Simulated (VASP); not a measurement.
# Ti3HO7 (a cell with a defect) in VASP: single point with r2SCAN

Aim: the single point of Ti3HO7 (a cell with a defect) with r2SCAN.

Everything below comes from runs of VASP 6.6.1. Logs are shortened: lines on timing, memory, paths and dates and some standing lists are left out, and cuts for length are marked.

## 1. The cell of the first run

The cell holds a defect, 11 atoms: a = 4.591 Å, b = 4.591 Å, c = 5.878 Å, α = 90.00°, β = 90.00°, γ = 90.00°.

## 2. Single point, r2SCAN, collinear spin

The input, POSCAR:

```
Ti3HO7
1.0
    4.5914140000      0.0000000000      0.0000000000
    0.0000000000      4.5914140000      0.0000000000
    0.0000000000      0.0000000000      5.8777420000
Ti O H
3 7 1
Direct
    0.9943550000      0.9984380000      0.9980030000
    0.0045160000      0.0033170000      0.4987410000
    0.5025060000      0.5048740000      0.7524110000
    0.3110780000      0.3070720000      0.0012600000
    0.6965900000      0.6960540000      0.0027320000
    0.6935000000      0.7037490000      0.4993300000
    0.1959000000      0.8020840000      0.2506790000
    0.1911900000      0.8041930000      0.7500650000
    0.8110250000      0.1915070000      0.2570270000
    0.8038420000      0.1922460000      0.7507510000
    0.3056300000      0.3046650000      0.5002820000
```

The input, INCAR.step1:

```
SYSTEM = Ti3HO7
PREC = Accurate ; ENCUT = 520
ISMEAR = -1 ; SIGMA = 0.05
LREAL = .False. ; LASPH = .True.
NELM = 150 ; ISPIN = 2
MAGMOM = 0 0.375 0.375 0.375 0.375 0.375 0.375 0 0.375 0 0.375 ; LMAXMIX = 4
NBANDS = 54 ; NELECT = 80.0
GGA = PE ; ALGO = Normal
EDIFF = 1E-4 ; LWAVE = .True.
LCHARG = .False.
```

The input, INCAR.step2:

```
SYSTEM = Ti3HO7
PREC = Accurate ; ENCUT = 520
EDIFF = 1E-7 ; ISMEAR = -1
SIGMA = 0.05 ; LREAL = .False.
LASPH = .True. ; NELM = 150
ALGO = Normal ; ISIF = 2
LWAVE = .False. ; LCHARG = .False.
ISPIN = 2 ; MAGMOM = 0 0.375 0.375 0.375 0.375 0.375 0.375 0 0.375 0 0.375
LORBIT = 11 ; LMAXMIX = 4
METAGGA = R2SCAN ; LMIXTAU = .True.
NBANDS = 54 ; NELECT = 80.0
ISTART = 1
```

The input, KPOINTS:

```
Automatic mesh
0
Gamma
  2 2 2
  0.5 0.5 0.5
```

Potentials or basis: VASP PAW PBE potentials, release 64 (Ti_sv, O, H).

Command:

```sh
cat potpaw_PBE.64/Ti_sv/POTCAR potpaw_PBE.64/O/POTCAR potpaw_PBE.64/H/POTCAR > POTCAR
cp INCAR.step1 INCAR
mpirun -np 1 vasp_std > vasp.out
cp INCAR.step2 INCAR
mpirun -np 1 vasp_std > vasp.out
```

OUTCAR:

```text
SYSTEM = Ti3HO7
   PREC = Accurate
   ENCUT = 520
   EDIFF = 1E-7
   ISMEAR = -1
   LREAL = .False.
   LASPH = .True.
   NELM = 150
   ISIF = 2
   ISPIN = 2
   LORBIT = 11
   METAGGA = R2SCAN
   NELECT = 80.0
   ISTART = 1

 ion  position               nearest neighbor table
   1  0.994  0.998  0.998-  10 1.92   8 1.93   5 1.95   9 1.95   7 1.97   4 2.03
   2  0.005  0.003  0.499-   9 1.89   7 1.94   8 1.94  10 1.95   6 1.98
   3  0.503  0.505  0.752-   5 1.93   4 1.93   6 1.95   8 1.98  10 1.99
   4  0.311  0.307  0.001-   3 1.93   1 2.03
   5  0.697  0.696  0.003-   3 1.93   1 1.95
   6  0.694  0.704  0.499-   3 1.95   2 1.98
   7  0.196  0.802  0.251-   2 1.94   1 1.97
   8  0.191  0.804  0.750-   1 1.93   2 1.94   3 1.98
   9  0.811  0.192  0.257-   2 1.89   1 1.95
  10  0.804  0.192  0.751-   1 1.92   2 1.95   3 1.99
  11  0.306  0.305  0.500-

  LATTYP: Found a simple tetragonal cell.
 ALAT       =     4.5914140000
 C/A-ratio  =     1.2801594454

  Lattice vectors:

 A1 = (   4.5914140000,   0.0000000000,   0.0000000000)
 A2 = (   0.0000000000,   4.5914140000,   0.0000000000)
 A3 = (   0.0000000000,   0.0000000000,   5.8777420000)

Analysis of symmetry for initial positions (statically):
=====================================================================
 Subroutine PRICEL returns:
 Original cell was already a primitive cell.

 Routine SETGRP: Setting up the symmetry group for a
 simple tetragonal supercell.

 Subroutine GETGRP returns: Found  1 space group operations
 (whereof  1 operations were pure point group operations)
 out of a pool of 16 trial point group operations.

The static configuration has the point symmetry C_1 .

Analysis of symmetry for dynamics (positions and initial velocities):
=====================================================================
 Subroutine PRICEL returns:
 Original cell was already a primitive cell.

 Routine SETGRP: Setting up the symmetry group for a
 simple tetragonal supercell.

 Subroutine GETGRP returns: Found  1 space group operations
 (whereof  1 operations were pure point group operations)
 out of a pool of 16 trial point group operations.

The dynamic configuration has the point symmetry C_1 .

Analysis of structural, dynamic, and magnetic symmetry:
=====================================================================
 Subroutine PRICEL returns:
[... 154 lines left out ...]
 E-fermi :   2.2843     XC(G=0): -11.2278

 val. band max:        2.1925215494   @ k =   0.2500   0.2500   0.2500
 cond. band min:       2.2903482660   @ k =  -0.2500   0.2500   0.2500
 fundamental gap:      0.0978267166
 Fermi energy:         2.2843207840

 spin component 1

 k-point     1 :       0.2500    0.2500    0.2500
  band No.  band energies     occupation
      1     -56.7904      1.00000
      2     -56.6236      1.00000
      3     -56.5844      1.00000
      4     -32.1181      1.00000
      5     -32.0546      1.00000
      6     -31.9759      1.00000
[... 209 lines left out ...]
     51       7.3841      0.00000
     52       7.9783      0.00000
 Fermi energy:         2.2843207840

 spin component 2

 k-point     1 :       0.2500    0.2500    0.2500
  band No.  band energies     occupation
      1     -56.6351      1.00000
      2     -56.4927      1.00000
      3     -56.4549      1.00000
      4     -32.0075      1.00000
      5     -31.9312      1.00000
      6     -31.8403      1.00000
[... 209 lines left out ...]
     51       7.3261      0.00000
     52       7.9437      0.00000
 [bands above 52 left out]

------------------------ aborting loop because EDIFF is reached ----------------------------------------

  FORCE on cell =-STRESS in cart. coord.  units (eV):
  Direction    XX          YY          ZZ          XY          YZ          ZX
  --------------------------------------------------------------------------------------
  -------------------------------------------------------------------------------------
  Total        6.5395515      6.8725041      4.3963517     -3.3985871     -0.3102512      0.4890118
  in kB       84.5580812     88.8632436     56.8459572    -43.9446049     -4.0116277      6.3230481
  external PRESSURE =      76.7557607 kB  Pullay stress =       0.0000000 kB

 VOLUME and BASIS-vectors are now :
 -----------------------------------------------------------------------------
  energy-cutoff  :      520.00
  volume of cell :      123.91
      direct lattice vectors                 reciprocal lattice vectors
     4.591414000  0.000000000  0.000000000     0.217797829  0.000000000  0.000000000
     0.000000000  4.591414000  0.000000000     0.000000000  0.217797829  0.000000000
     0.000000000  0.000000000  5.877742000     0.000000000  0.000000000  0.170133361

 POSITION                                       TOTAL-FORCE (eV/Angst)
 -----------------------------------------------------------------------------------
      4.56550      4.58424      5.86600         0.056365      0.067847      2.606742
      0.02073      0.01523      2.93147        -1.316793     -1.145966     -2.310696
      2.30721      2.31809      4.42248         0.741431      0.741435      1.706103
      1.42829      1.40989      0.00741        -0.704536     -0.644432     -1.565296
      3.19833      3.19587      0.01606         0.335850      0.399531     -1.738839
      3.18415      3.23120      2.93493         0.389996      0.143141      1.186295
      0.89946      3.68270      1.47343        -0.585284      0.834995      0.343489
      0.87783      3.69238      4.40869         0.847179     -0.570329     -0.222320
      3.72375      0.87929      1.51074         0.873997     -0.443153      0.012381
      3.69077      0.88268      4.41272        -0.431606      0.833094     -0.471017
      1.40327      1.39884      2.94053        -0.206598     -0.216164      0.453157
 -----------------------------------------------------------------------------------
    total drift:                               -0.007841      0.002299     -0.001483

  FREE ENERGIE OF THE ION-ELECTRON SYSTEM (eV)
  ---------------------------------------------------
  free  energy   TOTEN  =      -103.6874130315 eV

  energy  without entropy=     -103.6514908224  energy(sigma->0) =     -103.66945193

 total charge

# of ion       s       p       d       tot
------------------------------------------
    1        2.227   6.302   1.745  10.274
    2        2.228   6.300   1.762  10.289
    3        2.220   6.274   1.695  10.189
    4        1.595   3.366   0.000   4.960
    5        1.594   3.389   0.000   4.983
    6        1.592   3.378   0.000   4.970
    7        1.597   3.363   0.000   4.960
    8        1.581   3.552   0.000   5.133
    9        1.597   3.396   0.000   4.993
   10        1.581   3.550   0.000   5.131
   11        0.548   0.004   0.000   0.552
--------------------------------------------------
tot         18.358  42.873   5.202  66.433

 magnetization (x)

# of ion       s       p       d       tot
------------------------------------------
    1        0.005  -0.006   0.105   0.104
    2        0.004  -0.001   0.099   0.102
    3        0.006   0.001   0.118   0.125
    4       -0.007  -0.414   0.000  -0.422
    5       -0.006  -0.317   0.000  -0.323
    6       -0.008  -0.369   0.000  -0.376
    7       -0.008  -0.388   0.000  -0.396
    8       -0.002  -0.076   0.000  -0.078
    9       -0.006  -0.280   0.000  -0.286
   10       -0.002  -0.077   0.000  -0.078
   11       -0.049  -0.000   0.000  -0.049
--------------------------------------------------
tot         -0.073  -1.927   0.322  -1.678
```

OSZICAR.step1:

```text
N       E                     dE             d eps       ncg     rms          rms(c)
DAV:   1     0.114688847202E+04    0.11469E+04   -0.39383E+04   864   0.167E+03
DAV:   2     0.992884216409E+02   -0.10476E+04   -0.97320E+03   888   0.511E+02
[... 12 lines left out ...]
DAV:  15    -0.790239044836E+02   -0.22903E-01   -0.39819E-02  1050   0.116E+00    0.102E+00
DAV:  16    -0.790317739391E+02   -0.78695E-02   -0.14323E-02  1064   0.640E-01    0.485E-01
DAV:  17    -0.790315083820E+02    0.26556E-03   -0.59811E-03   992   0.367E-01    0.185E-01
DAV:  18    -0.790313875521E+02    0.12083E-03   -0.75992E-04   912   0.159E-01    0.131E-01
DAV:  19    -0.790311942989E+02    0.19325E-03   -0.68666E-04   904   0.162E-01    0.466E-02
DAV:  20    -0.790311943820E+02   -0.83073E-07   -0.17436E-04   550   0.745E-02
   1 F= -.79031194E+02 E0= -.79009231E+02  d E =-.439265E-01  mag=    -1.9976
```

Run time: 4.3 min. Hardware: 1 thread of Intel Xeon Platinum 8259CL at 2.50GHz (Skylake/Cascade Lake), shared host; peak memory 0.32 GiB.

What came out:

| Quantity | Value |
| --- | --- |
| Free energy | -103.6874 eV |
| Largest force | 2.896 eV/Å |
| Net moment | -2.00 μB per cell |
| Site moments | Ti +0.10, +0.12; O -0.42, -0.32, -0.38, -0.40, -0.08, -0.29; H -0.05 μB |
| Valence electrons inside the program's atomic spheres | Ti 10.27, 10.29, 10.19; O 4.96, 4.98, 4.97, 5.13, 4.99; H 0.55 |

Forces on the atoms (eV/Å):
```
Ti   0.056  0.068  2.607
Ti  -1.317 -1.146 -2.311
Ti   0.741  0.741  1.706
O   -0.705 -0.644 -1.565
O    0.336  0.400 -1.739
O    0.390  0.143  1.186
O   -0.585  0.835  0.343
O    0.847 -0.570 -0.222
O    0.874 -0.443  0.012
O   -0.432  0.833 -0.471
H   -0.207 -0.216  0.453
```

Levels at points of the mesh, in eV from the Fermi level:
Spin up:
```
           k point  band 36  band 37  band 38  band 39  band 40  band 41
(0.25, 0.25, 0.25)    -0.73    -0.53    -0.33    -0.19    -0.09     0.17
```
Spin down:
| k point | band 37 | band 38 | band 39 | band 40 | band 41 | band 42 | band 43 | band 44 | band 45 | band 46 |
| --- | --- | --- | --- | --- | --- | --- | --- | --- | --- | --- |
| (0.25, 0.25, 0.25) | -1.29 | -1.13 | -0.99 | -0.77 | -0.72 | 2.86 | 3.09 | 3.20 | 3.36 | 3.51 |

Caveat: the k points lie up to 0.68 Å⁻¹ apart; the cell carries a net charge on a neutralising background, which shifts energy and pressure; the cell is charged against a uniform background, so pressure and absolute levels hang on convention; the PAW data sets were made with another functional, which shifts forces and pressure a little; semilocal functionals often make such compounds metallic where correlation or magnetic order opens a gap, which also shifts bond lengths.
